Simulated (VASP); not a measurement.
Runs of VASP 6.6.1 on RbCl. The structure is cubic, space group Fm-3m (No. 225). Conventional cell: a = 6.612 Å, b = 6.612 Å, c = 6.612 Å, α = 90.00°, β = 90.00°, γ = 90.00°. Within 4.3 Å of Rb (site symmetry m-3m) lie 6 Cl at 3.31 Å. Within 4.3 Å of Cl (site symmetry m-3m) lie 6 Rb at 3.31 Å. 

```csv
level,potentials or basis,cutoff (eV),grid for exact exchange (PRECFOCK),share of exact exchange,screening parameter,gap on the mesh (eV),pressure (GPa)
r2SCAN,"VASP PAW PBE potentials, release 64 (Rb_sv, Cl)",550,-,-,-,5.56,0.0
PBE,"VASP PAW PBE potentials, release 64 (Rb_sv, Cl)",500,-,-,-,4.95,(b)
HSE06,"VASP PAW PBE potentials, release 64 (Rb_sv, Cl)",400,Normal,0.25,0.2079 1/Å,(a),0.3
LDA,"VASP PAW LDA potentials, release 64 (Rb_sv, Cl)",500,-,-,-,4.52,(c)
```

Alike in all rows: task single point; no spin polarisation; cell as given; k mesh 4 × 4 × 4; smearing gaussian 0.01 eV.

Q: Estimate the missing entries.

A: (a) 6.25; (b) 0.6; (c) -1.8.

Caveats: the PAW data sets were made with another functional, which shifts forces and pressure a little (at least some runs).

A k mesh can miss the band edges, and the runs leave out spin-orbit coupling on Rb.
